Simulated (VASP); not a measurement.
Wanted: the native input for a VASP 6.6.1 run.

```yaml
Task: single point
Functional: PBE
Potentials_or_basis: VASP PAW PBE potentials, release 64 (Fe, O)
Cutoff: 520 eV
k_mesh: 19 × 19 × 19
Occupations: fermi-dirac, width 0.0612256 eV
Spin: no spin polarisation
Dipole_correction: no
Further_INCAR_settings: ALGO = Normal; EDIFF = 1e-07; NBANDS = 18
```

The structure of Fe2O (antifluorite type) lies in POSCAR:

```
Fe2O
1.0
    0.0000000000      2.4817248902      2.4817248902
    2.4817248902      0.0000000000      2.4817248902
    2.4817248902      2.4817248902      0.0000000000
Fe O
2 1
Direct
    0.2500000000      0.2500000000      0.2500000000
    0.7500000000      0.7500000000      0.7500000000
    0.0000000000      0.0000000000      0.0000000000
```

These files were run (other wordings do the same):

INCAR

```
PREC = Accurate
ENCUT = 520
EDIFF = 1E-7
ISMEAR = -1
SIGMA = 0.06122561905347299
LREAL = False
LASPH = True
NELM = 60
ALGO = Normal
ISIF = 2
LWAVE = False
LCHARG = True
GGA = PE
LELF = True
LVHAR = True
NBANDS = 18
```

KPOINTS

```
Automatic mesh
0
Gamma
  19 19 19
```

Potentials or basis: VASP PAW PBE potentials, release 64 (Fe, O).

Run with:

```console
$ cat potpaw_PBE.64/Fe/POTCAR potpaw_PBE.64/O/POTCAR > POTCAR
$ mpirun -np 1 vasp_std > vasp.out
```

It gave:

```json
{
 "Pressure": "-7.0 GPa",
 "Band gap on the k mesh": "zero (bands 11 and 12 overlap by 1.00 eV)"
}
```

Caveat: the cell stands under tension; the run has no spin polarisation, though such a crystal can be magnetic.

It took 2.8 min on 1 thread of Intel Xeon 8259CL (shared host), peak memory 0.25 GiB.
